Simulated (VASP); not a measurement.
The system is LuGaP2.

```xyz
4
Lattice="3.7697 0.0000 0.0000 0.0000 3.7697 0.0000 0.0000 0.0000 5.5387" Properties=species:S:1:pos:R:3 pbc="T T T"
Ga    0.0000    0.0000    0.0000
P     0.0000    0.0000    2.7694
P     1.8849    1.8849    0.0000
Lu    1.8849    1.8849    2.7694
```

Base run:

* Program: VASP 6.6.1
* Functional: r2SCAN
* Potentials or basis: VASP PAW PBE potentials, release 64 (Ga_d, P, Lu)
* Cutoff: 520 eV
* k mesh: 8 × 8 × 6
* Occupations: fermi-dirac, width 0.02 eV
* Spin: no spin polarisation

Its results: band gap on the k mesh zero (bands 24 and 25 overlap by 1.83 eV); pressure 0.1 GPa.

Q: The run is repeated on the same cell with these changes: functional from r2SCAN to PBE; further incar settings from ALGO = Normal; EDIFF = 1e-07; NBANDS = 32 to ALGO = Normal; EDIFF = 1e-06; NBANDS = 32. What comes out?

A: Band gap on the k mesh zero (bands 24 and 25 overlap by 1.78 eV); pressure 1.4 GPa.

Caveats: spin-orbit coupling is left out, which moves the levels of the heavy elements; the PAW data sets were made with another functional, which shifts forces and pressure a little (at least some runs).
